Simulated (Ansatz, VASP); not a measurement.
**One calculation of Ti3Se, two programs**

```
Se Ti
1.0
     3.19745    0.00000    0.00000
    -1.59872    2.76907    0.00000
     0.00000    0.00000    7.94275
Se Ti
1 3
Direct
  0.00000 0.00000 0.00000
  0.66667 0.33333 0.50000
  0.33333 0.66667 0.77290
  0.33333 0.66667 0.22710
```

Alike in both runs: task single point; functional PBEsol; k mesh 10 × 10 × 4; occupations fermi-dirac, width 0.05 eV; no spin polarisation.

|  | VASP | Ansatz |
| --- | --- | --- |
| version | VASP 6.6.1 | Ansatz 0.2.0 |
| potentials or method | VASP PAW PBE potentials, release 64 (Se, Ti_sv) | Ansatz PAW |
| plane-wave cutoff (eV) | 520 | 420 |
| valence electrons in the cell | 42 | 52 |

Ansatz gave:

- gap on the k mesh at the Fermi level (eV): none
- pressure (GPa): -4.5
- traceless stress, the component that is largest in VASP (GPa): -0.24
- rms of the force components (eV/Å): 0.040

Problem. Which values does VASP return?

Solution. gap on the k mesh at the Fermi level (eV): none; pressure (GPa): -4.4; traceless stress, the component that is largest in VASP (GPa): -0.24; rms of the force components (eV/Å): 0.029.

VASP's potentials were made for PBE, not for PBEsol. Atom by atom the forces differ by 0.011 eV/Å (rms over components). A gap of «none» marks a metal or a gap that the smearing closes. With one functional, cell and mesh, what is left measures potentials, basis and numerics. VASP's potentials hold 42 valence electrons a cell and Ansatz's 52, so a difference there can come from the potentials and not from the codes.
